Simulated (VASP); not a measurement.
Wanted: the native input for a VASP 6.6.1 run.

```yaml
Task: single point
Functional: HSE06
Potentials_or_basis: VASP PAW PBE potentials, release 64 (Si, C)
Cutoff: 520 eV
k_mesh: 8 × 8 × 8
Occupations: gaussian, width 0.01 eV
Spin: no spin polarisation
Dipole_correction: no
Grid_for_exact_exchange_PRECFOCK: Normal
Further_INCAR_settings: ALGO = Normal; EDIFF = 1e-06; NBANDS = 11
Screening_parameter: 0.2079 1/Å
```

The system is SiC.

```
Si C
1.0
     0.00000    2.26517    2.11920
     2.26517    0.00000    2.11920
     2.26517    2.26517    0.00000
Si C
1 1
Cartesian
  0.0000 0.0000 0.0000
  1.1326 1.1326 1.0596
```

This cell differs from its parent crystal: epitaxial xy strain +4.0%.

One way to write it, as run:

POSCAR

```
SiC
1.0
    0.0000000000      2.2651744451      2.1192003435
    2.2651744451      0.0000000000      2.1192003435
    2.2651744451      2.2651744451      0.0000000000
Si C
1 1
Direct
    0.0000000000      0.0000000000      0.0000000000
    0.2500000000      0.2500000000      0.2500000000
```

INCAR.step1

```
ALGO = Normal ; EDIFF = 1E-5
ENCUT = 520 ; GGA = PE
ISIF = 2 ; ISMEAR = 0
LASPH = T ; LCHARG = F
LREAL = F ; LWAVE = T
NBANDS = 11 ; NELM = 100
PREC = Accurate ; SIGMA = 0.01
```

INCAR.step2

```
ALGO = Normal ; EDIFF = 1E-6
ENCUT = 520 ; GGA = PE
HFSCREEN = 0.2079 ; ISIF = 2
ISMEAR = 0 ; ISTART = 1
LASPH = T ; LCHARG = F
LHFCALC = T ; LREAL = F
LWAVE = F ; NBANDS = 11
NELM = 100 ; PREC = Accurate
PRECFOCK = Normal ; SIGMA = 0.01
```

KPOINTS

```
k-points
0
Gamma
  8 8 8
```

Potentials or basis: VASP PAW PBE potentials, release 64 (Si, C).

Launch:

```bash
$ cat potpaw_PBE.64/Si/POTCAR potpaw_PBE.64/C/POTCAR > POTCAR
$ cp INCAR.step1 INCAR
$ mpirun -np 1 vasp_std > vasp.out
$ cp INCAR.step2 INCAR
$ mpirun -np 1 vasp_std > vasp.out
```

It gave:

| Quantity | Value |
| --- | --- |
| Pressure | -12.3 GPa |
| Band gap on the k mesh | 1.60 eV, indirect (least direct gap 5.58 eV) |

Caveat: the cell differs from its parent crystal (epitaxial xy strain +4.0%); the PAW data sets were made with another functional, which shifts forces and pressure a little.

Run time: 49 min on 1 thread of AMD EPYC 7R13 Processor (Zen 3) (shared host), peak memory 0.23 GiB.
